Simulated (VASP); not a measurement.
# Cu (Fm-3m) in VASP: further runs

The runs below take Cu through single point, with PBEsol.

All numbers are computed with VASP 6.6.1; they aren't measurements. Logs are shortened: lines on timing, memory, paths and dates and some standing lists are left out, and cuts for length are marked.

## Step 1: The cell of the first run

Symmetry: Fm-3m, No. 225, cubic system. Conventional cell: a = 3.563 Å, b = 3.563 Å, c = 3.563 Å, α = 90.00°, β = 90.00°, γ = 90.00°. Within 3.3 Å of Cu (site symmetry m-3m) lie 12 Cu at 2.52 Å.

## Step 2: Single point, PBEsol (11.31 Å³/atom)

Input file INCAR:

```
SYSTEM = Cu
  PREC = Accurate
  ENCUT = 520
  EDIFF = 1E-6
  ISMEAR = -1
  SIGMA = 0.1
  LREAL = .FALSE.
  LASPH = .TRUE.
  NELM = 100
  ALGO = Normal
  ISIF = 2
  LWAVE = .FALSE.
  LCHARG = .FALSE.
  GGA = PS
  NBANDS = 12
```

Input file KPOINTS:

```
Automatic mesh
0
G
  25 25 25
  0 0 0
```

Input file POSCAR:

```
Cu
1.0
    0.0000000000      1.7813980043      1.7813980043
    1.7813980043      0.0000000000      1.7813980043
    1.7813980043      1.7813980043      0.0000000000
Cu
1
Direct
    0.0000000000      0.0000000000      0.0000000000
```

Potentials or basis: VASP PAW PBE potentials, release 64 (Cu).

Started as:

```sh
$ cat potpaw_PBE.64/Cu/POTCAR > POTCAR
$ mpirun -np 1 vasp_std > vasp.out
```

OUTCAR:

```text
SYSTEM = Cu
   PREC = Accurate
   ENCUT = 520
   EDIFF = 1E-6
   ISMEAR = -1
   LREAL = .FALSE.
   LASPH = .TRUE.
   NELM = 100
   ISIF = 2
   GGA = PS

 ion  position               nearest neighbor table
   1  0.000  0.000  0.000-

  LATTYP: Found a face centered cubic cell.
 ALAT       =     3.5627960086

  Lattice vectors:

 A1 = (   0.0000000000,   1.7813980043,   1.7813980043)
 A2 = (   1.7813980043,   0.0000000000,   1.7813980043)
 A3 = (   1.7813980043,   1.7813980043,   0.0000000000)

Analysis of symmetry for initial positions (statically):
=====================================================================
 Subroutine PRICEL returns:
 Original cell was already a primitive cell.

 Routine SETGRP: Setting up the symmetry group for a
 face centered cubic supercell.

 Subroutine GETGRP returns: Found 48 space group operations
 (whereof 48 operations were pure point group operations)
 out of a pool of 48 trial point group operations.

The static configuration has the point symmetry O_h .

Analysis of symmetry for dynamics (positions and initial velocities):
=====================================================================
 Subroutine PRICEL returns:
 Original cell was already a primitive cell.

 Routine SETGRP: Setting up the symmetry group for a
 face centered cubic supercell.

 Subroutine GETGRP returns: Found 48 space group operations
 (whereof 48 operations were pure point group operations)
 out of a pool of 48 trial point group operations.

The dynamic configuration has the point symmetry O_h .

 Subroutine INISYM returns: Found 48 space group operations
 (whereof 48 operations are pure point group operations),
 and found     1 'primitive' translations

----------------------------------------------------------------------------------------

                                     Primitive cell

  volume of cell :      11.3061

  direct lattice vectors                    reciprocal lattice vectors
     0.000000000  1.781398004  1.781398004    -0.280678433  0.280678433  0.280678433
     1.781398004  0.000000000  1.781398004     0.280678433 -0.280678433  0.280678433
     1.781398004  1.781398004  0.000000000     0.280678433  0.280678433 -0.280678433

  length of vectors
     2.519277218  2.519277218  2.519277218     0.486149306  0.486149306  0.486149306

  position of ions in fractional coordinates (direct lattice)
     0.000000000  0.000000000  0.000000000

  ion indices of the primitive-cell ions
   primitive index   ion index
                 1           1

----------------------------------------------------------------------------------------

 KPOINTS: Automatic mesh

Automatic generation of k-mesh.
 Grid dimensions read from file:
 generate k-points for:   25   25   25

 Generating k-lattice:

  Cartesian coordinates                     Fractional coordinates (reciprocal lattice)
    -0.011227137  0.011227137  0.011227137     0.040000000  0.000000000  0.000000000
     0.011227137 -0.011227137  0.011227137     0.000000000  0.040000000  0.000000000
     0.011227137  0.011227137 -0.011227137     0.000000000  0.000000000  0.040000000

  Length of vectors
     0.019445972  0.019445972  0.019445972

  Shift w.r.t. Gamma in fractional coordinates (k-lattice)
     0.000000000  0.000000000  0.000000000

 Subroutine IBZKPT returns following result:
 ===========================================

 Found    455 irreducible k-points:

 Following reciprocal coordinates:
            Coordinates               Weight
  0.000000  0.000000  0.000000      1.000000
  0.040000  0.000000  0.000000      8.000000
  0.080000  0.000000  0.000000      8.000000
  0.120000  0.000000  0.000000      8.000000
  0.160000  0.000000  0.000000      8.000000
  0.200000  0.000000  0.000000      8.000000
[... 16 lines left out ...]
  0.400000  0.040000  0.000000     24.000000
  0.440000  0.040000  0.000000     24.000000
 [... further k-points ...]
   k-points           NKPTS =    455   k-points in BZ     NKDIM =    455   number of bands    NBANDS=     12
   number of dos      NEDOS =    301   number of ions     NIONS =      1
   total plane-waves  NPLWV =   8000
   dimension x,y,z NGX =    20 NGY =   20 NGZ =   20
   dimension x,y,z NGXF=    40 NGYF=   40 NGZF=   40
   ions per type =               1
   NGX,Y,Z   is equivalent  to a cutoff of  13.20, 13.20, 13.20 a.u.
   NGXF,Y,Z  is equivalent  to a cutoff of  26.40, 26.40, 26.40 a.u.
 SYSTEM =  Cu
   PREC   = accura    normal or accurate (medium, high low for compatibility)
   ISTART =      0    job   : 0-new  1-cont  2-samecut
   ICHARG =      2    charge: 1-file 2-atom 10-const
   ISPIN  =      1    spin polarized calculation?
   LNONCOLLINEAR =      F non collinear calculations
   LSORBIT =      F    spin-orbit coupling
   LASPH  =      T    aspherical Exc in radial PAW
   ENCUT  =  520.0 eV  38.22 Ry    6.18 a.u.   4.68  4.68  4.68*2*pi/ulx,y,z
   NELM   =    100;   NELMIN=  2; NELMDL= -5     # of ELM steps
   EDIFF  = 0.1E-05   stopping-criterion for ELM
   LREAL  =      F    real-space projection
   EDIFFG = 0.1E-04   stopping-criterion for IOM
   NSW    =      0    number of steps for IOM
   IBRION =     -1    ionic relax: 0-MD 1-quasi-New 2-CG
   NFREE  =      0    steps in history (QN), initial steepest desc. (CG)
   ISIF   =      2    stress and relaxation
   ISYM   =      2    0-nonsym 1-usesym 2-fastsym
   POTIM  = 0.5000    time-step for ionic-motion
   TEBEG  =    0.0;   TEEND  =   0.0 temperature during run
   PSTRESS=    0.0 pullay stress
   NELECT =      11.0000    total number of electrons
   NUPDOWN=      -1.0000    fix difference up-down
   EMIN   =  10.00;   EMAX   =-10.00  energy-range for DOS
   EFERMI =   0.00;   METHOD = LEGACY
   ISMEAR =    -1;   SIGMA  =   0.10  broadening in eV -4-tet -1-fermi 0-gaus
   EFERMI_NEDOS =   21; number of points for ismear=-14 and -15
   IALGO  =     38    algorithm
   IMIX   =      4    mixing-type and parameters
     AMIX     =   0.40;   BMIX     =  1.00
     AMIX_MAG =   1.60;   BMIX_MAG =  1.00
  volume/ion in A,a.u.               =      11.31        76.30
  Fermi-wavevector in a.u.,A,eV,Ry     =   1.622189  3.065493 35.803689  2.631497
  Thomas-Fermi vector in A             =   2.715843
   LORBIT       =      0    0 simple, 1 ext, 2 COOP (PROOUT), +10 PAW based schemes
   GGA     = PS    functional components
   LHFCALC =     F    Hartree Fock is set to
   AEXX    =    0.0000 exact exchange contribution
   IVDW    =     0    specifies the selected vdW correction
   LEPSILON=     F    determine dielectric tensor
   LRPA    =     F    only Hartree local field effects (RPA)
 non-spin polarized calculation
  energy-cutoff  :      520.00
  volume of cell :       11.31
 maximum number of plane-waves:       322
   NGX =  9   NGY =  9   NGZ =  9

 number of electron      11.0000013 magnetization

 Free energy of the ion-electron system (eV)
  ---------------------------------------------------
  ext. energy  EPLUGINS =         0.00000000
  ---------------------------------------------------
  free energy    TOTEN  =        -4.31287517 eV

  energy without entropy =       -4.30249341  energy(sigma->0) =       -4.30768429

 E-fermi :   7.9684     XC(G=0): -13.1649

 val. band max:        7.9594524073   @ k =  -0.2800   0.2400   0.0000
 cond. band min:       7.9716247358   @ k =  -0.2800   0.2400   0.0400
 fundamental gap:      0.0121723285
 Fermi energy:         7.9683905671

 k-point     1 :       0.0000    0.0000    0.0000
  band No.  band energies     occupation
      1      -1.7758      2.00000
      2       4.7842      2.00000
      3       4.7842      2.00000
      4       4.7842      2.00000
      5       5.6742      2.00000
      6       5.6742      2.00000
      7      30.8834      0.00000
      8      33.8386      0.00000
      9      33.8386      0.00000
     10      33.8386      0.00000
     11      36.3571      0.00000
     12      36.3571      0.00000

 k-point     2 :       0.0400    0.0000    0.0000
  band No.  band energies     occupation
      1      -1.7155      2.00000
      2       4.7706      2.00000
      3       4.7962      2.00000
      4       4.7962      2.00000
      5       5.6691      2.00000
      6       5.6691      2.00000
      7      30.6194      0.00000
      8      32.8473      0.00000
      9      33.6290      0.00000
     10      33.6290      0.00000
     11      36.6500      0.00000
     12      36.6500      0.00000

 k-point     3 :       0.0800    0.0000    0.0000
  band No.  band energies     occupation
      1      -1.5357      2.00000
      2       4.7316      2.00000
      3       4.8300      2.00000
      4       4.8300      2.00000
      5       5.6565      2.00000
      6       5.6565      2.00000
      7      29.4135      0.00000
      8      31.9405      0.00000
      9      33.1773      0.00000
     10      33.1773      0.00000
     11      37.3381      0.00000
     12      37.3381      0.00000

 k-point     4 :       0.1200    0.0000    0.0000
  band No.  band energies     occupation
      1      -1.2397      2.00000
      2       4.6732      2.00000
      3       4.8779      2.00000
      4       4.8779      2.00000
      5       5.6434      2.00000
      6       5.6434      2.00000
      7      27.4668      0.00000
      8      31.6346      0.00000
      9      32.6821      0.00000
     10      32.6821      0.00000
     11      38.1548      0.00000
     12      38.1976      0.00000

 k-point     5 :       0.1600    0.0000    0.0000
  band No.  band energies     occupation
      1      -0.8341      2.00000
      2       4.6053      2.00000
      3       4.9259      2.00000
      4       4.9259      2.00000
      5       5.6428      2.00000
      6       5.6428      2.00000
      7      25.3653      0.00000
      8      31.4323      0.00000
      9      32.2191      0.00000
     10      32.2191      0.00000
     11      38.1907      0.00000
     12      38.6995      0.00000
[... 228 lines left out ...]
      1       1.3411      2.00000
      2       4.5704      2.00000
      3       4.8891      2.00000
      4       4.9247      2.00000
      5       5.8866      2.00000
      6       5.9837      2.00000
      7      18.0628      0.00000
      8      29.7823      0.00000
      9      29.8268      0.00000
     10      32.3286      0.00000
     11      34.8798      0.00000
     12      36.9804      0.00000

 k-point    22 :       0.3600    0.0400    0.0000
  band No.  band energies     occupation
      1       1.8919      2.00000
      2       4.8038      2.00000
      3       4.8380      2.00000
      4       4.8801      2.00000
      5       6.0466      2.00000
      6       6.0900      2.00000
      7      16.2817      0.00000
      8      29.5683      0.00000
      9      29.6727      0.00000
     10      31.7125      0.00000
     11      34.5409      0.00000
     12      36.1757      0.00000

 k-point    23 :       0.4000    0.0400    0.0000
  band No.  band energies     occupation
      1       2.2879      2.00000
      2       4.7889      2.00000
      3       4.8364      2.00000
      4       5.2164      2.00000
      5       6.1820      2.00000
      6       6.2405      2.00000
      7      14.6519      0.00000
      8      29.3414      0.00000
      9      29.6633      0.00000
     10      31.1386      0.00000
     11      34.3325      0.00000
     12      35.4740      0.00000

 k-point    24 :       0.4400    0.0400    0.0000
  band No.  band energies     occupation
      1       2.5133      2.00000
      2       4.7531      2.00000
      3       4.8007      2.00000
      4       5.6695      2.00000
      5       6.2480      2.00000
      6       6.5378      2.00000
      7      13.2468      0.00000
      8      29.1506      0.00000
      9      29.7588      0.00000
     10      30.6545      0.00000
     11      34.2557      0.00000
     12      34.8855      0.00000

 [... further k-points ...]

------------------------ aborting loop because EDIFF is reached ----------------------------------------

  FORCE on cell =-STRESS in cart. coord.  units (eV):
  Direction    XX          YY          ZZ          XY          YZ          ZX
  --------------------------------------------------------------------------------------
  -------------------------------------------------------------------------------------
  Total        0.0586424      0.0586424      0.0586424     -0.0000000     -0.0000000      0.0000000
  in kB        8.3101652      8.3101652      8.3101652     -0.0000000     -0.0000000      0.0000000
  external PRESSURE =       8.3101652 kB  Pullay stress =       0.0000000 kB

 VOLUME and BASIS-vectors are now :
 -----------------------------------------------------------------------------
  energy-cutoff  :      520.00
  volume of cell :       11.31
      direct lattice vectors                 reciprocal lattice vectors
     0.000000000  1.781398004  1.781398004    -0.280678433  0.280678433  0.280678433
     1.781398004  0.000000000  1.781398004     0.280678433 -0.280678433  0.280678433
     1.781398004  1.781398004  0.000000000     0.280678433  0.280678433 -0.280678433

 POSITION                                       TOTAL-FORCE (eV/Angst)
 -----------------------------------------------------------------------------------
      0.00000      0.00000      0.00000        -0.000000      0.000000      0.000000
 -----------------------------------------------------------------------------------
    total drift:                                0.000000      0.000000      0.000000

  FREE ENERGIE OF THE ION-ELECTRON SYSTEM (eV)
  ---------------------------------------------------
  free  energy   TOTEN  =        -4.3128751685 eV

  energy  without entropy=       -4.3024934122  energy(sigma->0) =       -4.30768429
```

It took 63 s on 1 thread of Intel Xeon 8259CL, shared host; peak memory 0.17 GiB.

Results:

```yaml
Free_energy: -4.3129 eV
Pressure: 0.8 GPa
Band_gap_on_the_k_mesh: zero (an odd number of electrons rules out a gap without spin polarisation)
```

Caveat: the PAW data sets were made with another functional, which shifts forces and pressure a little.

[end of part 1 of 2]
